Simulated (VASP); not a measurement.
# InO in VASP: a series of runs

The runs below take InO through single point, with PBE+D3(BJ).

All numbers are computed with VASP 6.6.1; they aren't measurements. Logs are shortened: lines on timing, memory, paths and dates and some standing lists are left out, and cuts for length are marked.

### 1 The cell of the first run

The cell holds a slab with vacuum, 4 atoms: a = 3.258 Å, b = 3.258 Å, c = 16.645 Å, α = 90.00°, β = 90.00°, γ = 120.00°.

### 2 Single point, PBE+D3(BJ) (strain -0.050 along x and y, +0.050 along z)

Input file INCAR:

```
ALGO     = Normal         # electronic algorithm
EDIFF    = 1E-6           # SCF threshold, eV
ENCUT    = 520            # plane-wave cutoff, eV
GGA      = PE             # functional
ISIF     = 2              # what is computed and relaxed
ISMEAR   = 0              # smearing method
IVDW     = 12             # dispersion correction
LASPH    = True           # aspherical terms in the spheres
LCHARG   = False          # write CHGCAR
LREAL    = False          # projectors in reciprocal space
LWAVE    = False          # write WAVECAR
NBANDS   = 27             # bands
NELM     = 100            # most SCF steps
PREC     = Accurate       # precision mode
SIGMA    = 0.05           # smearing width, eV
```

Input file KPOINTS:

```
k-points
0
Gamma
  12 12 2
```

Input file POSCAR:

```
InO
1.0
    3.2582940281      0.0000000000      0.0000000000
   -1.6291470140      2.8217654013      0.0000000000
    0.0000000000      0.0000000000     16.6446233437
In O
2 2
Direct
    0.6666666667      0.3333333333      0.5895266171
    0.6666666667      0.3333333333      0.4104733829
    0.0000000000      0.0000000000      0.6398766429
    0.0000000000      0.0000000000      0.3601233571
```

Potentials or basis: VASP PAW PBE potentials, release 64 (In_d, O).

Run with:

```console
$ cat potpaw_PBE.64/In_d/POTCAR potpaw_PBE.64/O/POTCAR > POTCAR
$ mpirun -np 1 vasp_std > vasp.out
```

OUTCAR:

```text
EDIFF = 1E-6
   ENCUT = 520
   GGA = PE
   ISIF = 2
   ISMEAR = 0
   IVDW = 12
   LASPH = True
   LREAL = False
   NELM = 100
   PREC = Accurate
 IVDW          = 12

 ion  position               nearest neighbor table
   1  0.667  0.333  0.590-   3 2.06   3 2.06   3 2.06   2 2.98
   2  0.667  0.333  0.410-   4 2.06   4 2.06   4 2.06   1 2.98
   3  0.000  0.000  0.640-   1 2.06   1 2.06   1 2.06
   4  0.000  0.000  0.360-   2 2.06   2 2.06   2 2.06

  LATTYP: Found a hexagonal cell.
 ALAT       =     3.2582940281
 C/A-ratio  =     5.1083859223

  Lattice vectors:

 A1 = (   3.2582940281,   0.0000000000,   0.0000000000)
 A2 = (  -1.6291470140,   2.8217654013,   0.0000000000)
 A3 = (   0.0000000000,   0.0000000000,  16.6446233437)

Analysis of symmetry for initial positions (statically):
=====================================================================
 Subroutine PRICEL returns:
 Original cell was already a primitive cell.

 Routine SETGRP: Setting up the symmetry group for a
 hexagonal supercell.

 Subroutine GETGRP returns: Found 12 space group operations
 (whereof 12 operations were pure point group operations)
 out of a pool of 24 trial point group operations.

The static configuration has the point symmetry D_3h.

Analysis of symmetry for dynamics (positions and initial velocities):
=====================================================================
 Subroutine PRICEL returns:
 Original cell was already a primitive cell.

 Routine SETGRP: Setting up the symmetry group for a
 hexagonal supercell.

 Subroutine GETGRP returns: Found 12 space group operations
 (whereof 12 operations were pure point group operations)
 out of a pool of 24 trial point group operations.

The dynamic configuration has the point symmetry D_3h.

 Subroutine INISYM returns: Found 12 space group operations
 (whereof 12 operations are pure point group operations),
 and found     1 'primitive' translations

----------------------------------------------------------------------------------------

                                     Primitive cell

  volume of cell :     153.0330

  direct lattice vectors                    reciprocal lattice vectors
     3.258294028  0.000000000  0.000000000     0.306909073  0.177194036  0.000000000
    -1.629147014  2.821765401  0.000000000     0.000000000  0.354388072  0.000000000
     0.000000000  0.000000000 16.644623344     0.000000000  0.000000000  0.060079461

  length of vectors
     3.258294028  3.258294028 16.644623344     0.354388072  0.354388072  0.060079461

  position of ions in fractional coordinates (direct lattice)
     0.666666667  0.333333333  0.589526617
     0.666666667  0.333333333  0.410473383
     0.000000000  0.000000000  0.639876643
     0.000000000  0.000000000  0.360123357

  ion indices of the primitive-cell ions
   primitive index   ion index
                 1           1
                 2           2
                 3           3
                 4           4

----------------------------------------------------------------------------------------

 KPOINTS: k-points

Automatic generation of k-mesh.
 Grid dimensions read from file:
 generate k-points for:   12   12    2

 Generating k-lattice:

  Cartesian coordinates                     Fractional coordinates (reciprocal lattice)
     0.025575756  0.014766170  0.000000000     0.083333333  0.000000000  0.000000000
     0.000000000  0.029532339  0.000000000     0.000000000  0.083333333  0.000000000
     0.000000000  0.000000000  0.030039731     0.000000000  0.000000000  0.500000000

  Length of vectors
     0.029532339  0.029532339  0.030039731

  Shift w.r.t. Gamma in fractional coordinates (k-lattice)
     0.000000000  0.000000000  0.000000000

 Subroutine IBZKPT returns following result:
 ===========================================

 Found     38 irreducible k-points:

 Following reciprocal coordinates:
            Coordinates               Weight
  0.000000  0.000000  0.000000      1.000000
  0.083333  0.000000  0.000000      6.000000
  0.166667  0.000000  0.000000      6.000000
  0.250000  0.000000  0.000000      6.000000
  0.333333  0.000000  0.000000      6.000000
  0.416667  0.000000  0.000000      6.000000
[... 16 lines left out ...]
  0.250000  0.000000  0.500000      6.000000
  0.333333  0.000000  0.500000      6.000000
 [... further k-points ...]
   k-points           NKPTS =     38   k-points in BZ     NKDIM =     38   number of bands    NBANDS=     27
   number of dos      NEDOS =    301   number of ions     NIONS =      4
   total plane-waves  NPLWV =  72576
   dimension x,y,z NGX =    24 NGY =   24 NGZ =  126
   dimension x,y,z NGXF=    48 NGYF=   48 NGZF=  252
   ions per type =               2   2
   NGX,Y,Z   is equivalent  to a cutoff of  12.25, 12.25, 12.58 a.u.
   NGXF,Y,Z  is equivalent  to a cutoff of  24.49, 24.49, 25.17 a.u.
 SYSTEM =  unknown system
   PREC   = accura    normal or accurate (medium, high low for compatibility)
   ISTART =      0    job   : 0-new  1-cont  2-samecut
   ICHARG =      2    charge: 1-file 2-atom 10-const
   ISPIN  =      1    spin polarized calculation?
   LNONCOLLINEAR =      F non collinear calculations
   LSORBIT =      F    spin-orbit coupling
   LASPH  =      T    aspherical Exc in radial PAW
   ENCUT  =  520.0 eV  38.22 Ry    6.18 a.u.   6.06  6.06 30.95*2*pi/ulx,y,z
   NELM   =    100;   NELMIN=  2; NELMDL= -5     # of ELM steps
   EDIFF  = 0.1E-05   stopping-criterion for ELM
   LREAL  =      F    real-space projection
   EDIFFG = 0.1E-04   stopping-criterion for IOM
   NSW    =      0    number of steps for IOM
   IBRION =     -1    ionic relax: 0-MD 1-quasi-New 2-CG
   NFREE  =      0    steps in history (QN), initial steepest desc. (CG)
   ISIF   =      2    stress and relaxation
   ISYM   =      2    0-nonsym 1-usesym 2-fastsym
   POTIM  = 0.5000    time-step for ionic-motion
   TEBEG  =    0.0;   TEEND  =   0.0 temperature during run
   PSTRESS=    0.0 pullay stress
   NELECT =      38.0000    total number of electrons
   NUPDOWN=      -1.0000    fix difference up-down
   EMIN   =  10.00;   EMAX   =-10.00  energy-range for DOS
   EFERMI =   0.00;   METHOD = LEGACY
   ISMEAR =     0;   SIGMA  =   0.05  broadening in eV -4-tet -1-fermi 0-gaus
   EFERMI_NEDOS =   21; number of points for ismear=-14 and -15
   IALGO  =     38    algorithm
   IMIX   =      4    mixing-type and parameters
     AMIX     =   0.40;   BMIX     =  1.00
     AMIX_MAG =   1.60;   BMIX_MAG =  1.00
  volume/ion in A,a.u.               =      38.26       258.18
  Fermi-wavevector in a.u.,A,eV,Ry     =   1.028982  1.944493 14.405894  1.058803
  Thomas-Fermi vector in A             =   2.163006
   LORBIT       =      0    0 simple, 1 ext, 2 COOP (PROOUT), +10 PAW based schemes
   GGA     = PE    functional components
   LHFCALC =     F    Hartree Fock is set to
   AEXX    =    0.0000 exact exchange contribution
   IVDW    =    12    specifies the selected vdW correction
   LEPSILON=     F    determine dielectric tensor
   LRPA    =     F    only Hartree local field effects (RPA)
 non-spin polarized calculation
 Gauss-broadening in eV      SIGMA  =   0.05
  energy-cutoff  :      520.00
  volume of cell :      153.03
 maximum number of plane-waves:      4164
   NGX = 13   NGY = 13   NGZ = 61

 number of electron      38.0000018 magnetization

 Free energy of the ion-electron system (eV)
  ---------------------------------------------------
  ext. energy  EPLUGINS =         0.00000000
  ---------------------------------------------------
  free energy    TOTEN  =       -18.99125118 eV

  energy without entropy =      -18.99096297  energy(sigma->0) =      -18.99110708

 E-fermi :  -0.9430     XC(G=0):  -4.9694

 val. band max:       -0.9904369176   @ k =   0.3333   0.3333   0.0000
 cond. band min:      -0.9106531158   @ k =   0.0000   0.0000   0.5000
 fundamental gap:      0.0797838018
 Fermi energy:        -0.9430237640

 k-point     1 :       0.0000    0.0000    0.0000
  band No.  band energies     occupation
      1     -19.8098      2.00000
      2     -19.7942      2.00000
      3     -15.0513      2.00000
      4     -15.0513      2.00000
      5     -15.0235      2.00000
      6     -15.0235      2.00000
[... 19 lines left out ...]
     26       8.8880      0.00000
     27       9.6371      0.00000

 k-point     2 :       0.0833    0.0000    0.0000
  band No.  band energies     occupation
      1     -19.7946      2.00000
      2     -19.7801      2.00000
      3     -15.0421      2.00000
      4     -15.0237      2.00000
      5     -15.0014      2.00000
      6     -14.9954      2.00000
[... 19 lines left out ...]
     26       8.5172      0.00000
     27       9.0277      0.00000

 k-point     3 :       0.1667    0.0000    0.0000
  band No.  band energies     occupation
      1     -19.7565      2.00000
      2     -19.7448      2.00000
      3     -15.0039      2.00000
      4     -14.9512      2.00000
      5     -14.9330      2.00000
      6     -14.9193      2.00000
[... 19 lines left out ...]
     26       7.1592      0.00000
     27       8.9323      0.00000

 k-point     4 :       0.2500    0.0000    0.0000
  band No.  band energies     occupation
      1     -19.7122      2.00000
      2     -19.7035      2.00000
      3     -14.9479      2.00000
      4     -14.8657      2.00000
      5     -14.8456      2.00000
      6     -14.8205      2.00000
[... 19 lines left out ...]
     26       7.7082      0.00000
     27       7.9747      0.00000
[... 516 lines left out ...]
      4     -14.9512      2.00000
      5     -14.9330      2.00000
      6     -14.9192      2.00000
[... 19 lines left out ...]
     26       7.8300      0.00000
     27       8.8732      0.00000

 k-point    23 :       0.2500    0.0000    0.5000
  band No.  band energies     occupation
      1     -19.7121      2.00000
      2     -19.7034      2.00000
      3     -14.9479      2.00000
      4     -14.8657      2.00000
      5     -14.8456      2.00000
      6     -14.8205      2.00000
[... 19 lines left out ...]
     26       7.6179      0.00000
     27       8.5238      0.00000

 k-point    24 :       0.3333    0.0000    0.5000
  band No.  band energies     occupation
      1     -19.6771      2.00000
      2     -19.6703      2.00000
      3     -14.9292      2.00000
      4     -14.8133      2.00000
      5     -14.8108      2.00000
      6     -14.7383      2.00000
[... 19 lines left out ...]
     26       7.8413      0.00000
     27       8.1709      0.00000

 [... further k-points ...]

------------------------ aborting loop because EDIFF is reached ----------------------------------------

 Edisp (eV)   -0.62508

 E8    (eV) :    -0.2919

  FORCE on cell =-STRESS in cart. coord.  units (eV):
  Direction    XX          YY          ZZ          XY          YZ          ZX
  --------------------------------------------------------------------------------------
  -------------------------------------------------------------------------------------
  Total       7.13918     7.13918    -0.46631     0.00000     0.00000     0.00000
  in kB      74.74358    74.74358    -4.88203     0.00000     0.00000     0.00000
  external pressure =       48.20 kB  Pullay stress =        0.00 kB

 VOLUME and BASIS-vectors are now :
 -----------------------------------------------------------------------------
  energy-cutoff  :      520.00
  volume of cell :      153.03
      direct lattice vectors                 reciprocal lattice vectors
     3.258294028  0.000000000  0.000000000     0.306909073  0.177194036  0.000000000
    -1.629147014  2.821765401  0.000000000     0.000000000  0.354388072  0.000000000
     0.000000000  0.000000000 16.644623344     0.000000000  0.000000000  0.060079461

 POSITION                                       TOTAL-FORCE (eV/Angst)
 -----------------------------------------------------------------------------------
      1.62915      0.94059      9.81245         0.000000     -0.000000     -1.419322
      1.62915      0.94059      6.83217         0.000000     -0.000000      1.419322
      0.00000      0.00000     10.65051        -0.000000      0.000000      0.825750
      0.00000      0.00000      5.99412        -0.000000      0.000000     -0.825750
 -----------------------------------------------------------------------------------
    total drift:                               -0.000001      0.000000      0.000000

  FREE ENERGIE OF THE ION-ELECTRON SYSTEM (eV)
  ---------------------------------------------------
  free  energy   TOTEN  =       -19.6163304190 eV

  energy  without entropy=      -19.6160422057  energy(sigma->0) =      -19.61618631
```

Wall time 3.1 min (1 thread of Intel Xeon 6975P-C, shared host); peak memory 0.33 GiB.

What came out:

| Item | Value |
| --- | --- |
| Free energy | -19.6163 eV |
| Largest force | 1.419 eV/Å |
| Band gap on the k mesh | 0.08 eV, indirect (least direct gap 1.46 eV) |
| Dispersion energy per atom | -0.156 eV |

Forces in eV/Å, atoms in the order of the input:
```
In   0.000  0.000 -1.419
In   0.000  0.000  1.419
O    0.000  0.000  0.826
O    0.000  0.000 -0.826
```

Caveat: the cell differs from its parent crystal (strain -0.050 along x and y, +0.050 along z); spin-orbit coupling is left out, which moves the levels of the heavy elements.

### 3 Single point, PBE+D3(BJ) (strain +0.000 along x and y, -0.050 along z)

Input file INCAR:

```
PREC = Accurate ; ENCUT = 520
EDIFF = 1E-6 ; ISMEAR = 0
SIGMA = 0.05 ; LREAL = False
LASPH = True ; NELM = 100
ALGO = Normal ; ISIF = 2
LWAVE = False ; LCHARG = False
GGA = PE ; IVDW = 12
NBANDS = 27
```

Input file KPOINTS:

```
Automatic mesh
0
Gamma
  12 12 2
```

Input file POSCAR:

```
InO
1.0
    3.4297831874      0.0000000000      0.0000000000
   -1.7148915937      2.9702793698      0.0000000000
    0.0000000000      0.0000000000     15.0594211205
In O
2 2
Direct
    0.6666666667      0.3333333333      0.5895266171
    0.6666666667      0.3333333333      0.4104733829
    0.0000000000      0.0000000000      0.6398766429
    0.0000000000      0.0000000000      0.3601233571
```

Potentials or basis: VASP PAW PBE potentials, release 64 (In_d, O).

Run with:

```console
$ cat potpaw_PBE.64/In_d/POTCAR potpaw_PBE.64/O/POTCAR > POTCAR
$ mpirun -np 1 vasp_std > vasp.out
```

Run time: 2 min. Hardware: 1 thread of Intel Xeon 6975P-C (Granite Rapids), shared host; peak memory 0.35 GiB.

Results (log left out):

```yaml
Free_energy: -19.9207 eV
Largest_force: 0.485 eV/Å
Band_gap_on_the_k_mesh: 0.60 eV, indirect (least direct gap 1.25 eV)
Dispersion_energy_per_atom: -0.148 eV
```

Forces in eV/Å, atoms in the order of the input:
```
In   0.000  0.000  0.485
In   0.000  0.000 -0.485
O    0.000  0.000  0.392
O    0.000  0.000 -0.392
```

Levels at points of the mesh, in eV from the valence-band top:
```csv
k point,band 17,band 18,band 19,band 20,band 21,band 22
"(0.00, 0.00, 0.00)",-1.61,-1.61,-0.65,0.60,3.57,6.15
"(0.50, 0.00, 0.00)",-2.48,-1.86,-0.18,2.42,4.64,5.96
"(0.00, 0.00, 0.50)",-1.61,-1.61,-0.65,0.60,3.57,5.95
"(0.50, 0.00, 0.50)",-2.48,-1.86,-0.18,2.42,4.64,5.96
```

Caveat: the cell differs from its parent crystal (strain +0.000 along x and y, -0.050 along z); spin-orbit coupling is left out, which moves the levels of the heavy elements.
